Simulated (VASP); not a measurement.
Write the native input for VASP 6.6.1 that does the following.

```
Task                   : relaxation of cell and atoms
Functional             : PBEsol
Potentials or basis    : VASP PAW PBE potentials, release 64 (Na_pv, S)
Cutoff                 : 500 eV
k mesh                 : 12 × 12 × 12
Occupations            : fermi-dirac, width 0.1 eV
Spin                   : no spin polarisation
Dipole correction      : no
Further INCAR settings : ALGO = Normal; EDIFF = 1e-07; IBRION = 2; EDIFFG = -0.002; NSW = 100; ISIF = 3
```

The structure of Na2S lies in POSCAR:

```
Na2S
1.0
    0.0000000000      3.2735000000      3.2735000000
    3.2735000000      0.0000000000      3.2735000000
    3.2735000000      3.2735000000      0.0000000000
Na S
2 1
Direct
    0.2500000000      0.2500000000      0.2500000000
    0.7500000000      0.7500000000      0.7500000000
    0.0000000000      0.0000000000      0.0000000000
```

The input as run:

INCAR

```
SYSTEM = Na2S
PREC = Accurate
ENCUT = 500
EDIFF = 1E-7
ISMEAR = -1
SIGMA = 0.1
LREAL = .FALSE.
LASPH = .TRUE.
NELM = 120
ALGO = Normal
ISIF = 3
LWAVE = .FALSE.
LCHARG = .FALSE.
GGA = PS
IBRION = 2
NSW = 100
EDIFFG = -0.002
GGA_COMPAT = .FALSE.
NELMIN = 4
```

KPOINTS

```
Automatic mesh
0
G
  12 12 12
  0 0 0
```

Potentials or basis: VASP PAW PBE potentials, release 64 (Na_pv, S).

Run with:

```sh
$ cat potpaw_PBE.64/Na_pv/POTCAR potpaw_PBE.64/S/POTCAR > POTCAR
$ mpirun -np 1 vasp_std > vasp.out
```

It gave:

The relaxed volume is 22.95 Å³/atom. The relaxed cell is a = 4.600 Å, b = 4.600 Å, c = 4.600 Å, α = 60.00°, β = 60.00°, γ = 60.00°. The space group after relaxing (to 0.1 Å) is Fm-3m (No. 225) and the energy gained by relaxing is 0.8 meV/atom. The ionic steps are 5, the pressure after relaxing is 0.0 GPa and the band gap on the k mesh is 2.42 eV.

Caveat: the PAW data sets were made with another functional, which shifts forces and pressure a little.

Wall time 94 s on 1 thread of Intel(R) Xeon(R) 6975P-C (Granite Rapids), on a shared host, peak memory 0.23 GiB.
